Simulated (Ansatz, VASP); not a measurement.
## Two plane-wave programs on As

File POSCAR:

```
As
1.0
    2.0207306668      1.1666693944      3.4857700000
   -2.0207306668      1.1666693944      3.4857700000
    0.0000000000     -2.3333387889      3.4857700000
As
2
Direct
    0.2275400000      0.2275400000      0.2275400000
    0.7724600000      0.7724600000      0.7724600000
```

File INCAR.step1:

```
SYSTEM = As
ALGO     = Normal         ! electronic algorithm
EDIFF    = 1E-4           ! SCF threshold, eV
ENCUT    = 520            ! plane-wave cutoff, eV
GGA      = PE             ! functional
ISMEAR   = 0              ! smearing method
LASPH    = .True.         ! aspherical terms in the spheres
LCHARG   = .False.        ! write CHGCAR
LREAL    = .False.        ! projectors in reciprocal space
LWAVE    = .True.         ! write WAVECAR
NBANDS   = 12             ! bands
NELM     = 100            ! most SCF steps
PREC     = Accurate       ! precision mode
SIGMA    = 0.15           ! smearing width, eV
```

The input INCAR.step2:

```
SYSTEM = As
ALGO     = Normal         ! electronic algorithm
EDIFF    = 1E-6           ! SCF threshold, eV
ENCUT    = 520            ! plane-wave cutoff, eV
ISIF     = 2              ! what is computed and relaxed
ISMEAR   = 0              ! smearing method
ISTART   = 1            
LASPH    = .True.         ! aspherical terms in the spheres
LCHARG   = .True.         ! write CHGCAR
LELF     = .True.         ! ELF
LMIXTAU  = .True.       
LREAL    = .False.        ! projectors in reciprocal space
LVHAR    = .True.       
LWAVE    = .False.        ! write WAVECAR
METAGGA  = R2SCAN         ! meta-GGA
NBANDS   = 12             ! bands
NELM     = 100            ! most SCF steps
PREC     = Accurate       ! precision mode
SIGMA    = 0.15           ! smearing width, eV
```

The input KPOINTS:

```
k-points
0
Gamma
  15 15 15
  0 0 0
```

Input for Ansatz:

```yaml
crystal:
  lattice:
    - [2.0207306668, 1.1666693944, 3.48577]
    - [-2.0207306668, 1.1666693944, 3.48577]
    - [0.0, -2.3333387889, 3.48577]
  atoms:
    - { symbol: As, position: [0.22754, 0.22754, 0.22754] }
    - { symbol: As, position: [0.77246, 0.77246, 0.77246] }
basis:
  ecutwfc: 500
kpoints:
  mp_grid: { grid: [15, 15, 15] }
hamiltonian:
  xc: r2scan
scf:
  occupations: { method: gaussian, width: 0.15 }
output:
  forces: true
  stress: true
  eigenvalues: true
```

Change from the starting cell: strain +0.0750 x Voigt [1, 1, 0, 0, 0, 0], atoms carried along.

Alike in both runs: task single point; functional r2SCAN; k mesh 15 × 15 × 15; occupations gaussian, width 0.15 eV; no spin polarisation.

```csv
,VASP,Ansatz
version,VASP 6.6.1,Ansatz 0.2.0
potentials or method,"VASP PAW PBE potentials, release 64 (As), cutoff 520 eV","scalar-relativistic, plane waves, PAW"
valence electrons in the cell,10,30
```

```tsv
	VASP	Ansatz	Ansatz less VASP
gap on the k mesh at the Fermi level (eV)	none	none	-
pressure (GPa)	-7.9	-7.9	+0.03
traceless stress, the component that is largest in VASP (GPa)	4.54	4.56	+0.013
rms of the force components (eV/Å)	0.307	0.315	+0.0081
```

VASP's potentials were made for PBE, not for r2SCAN. Atom by atom the forces differ by 0.008 eV/Å (rms over components). A gap of «none» marks a metal or a gap that the smearing closes. With one functional, cell and mesh, what is left measures potentials, basis and numerics. VASP's potentials hold 10 valence electrons a cell and Ansatz's 30, so a difference there can come from the potentials and not from the codes.
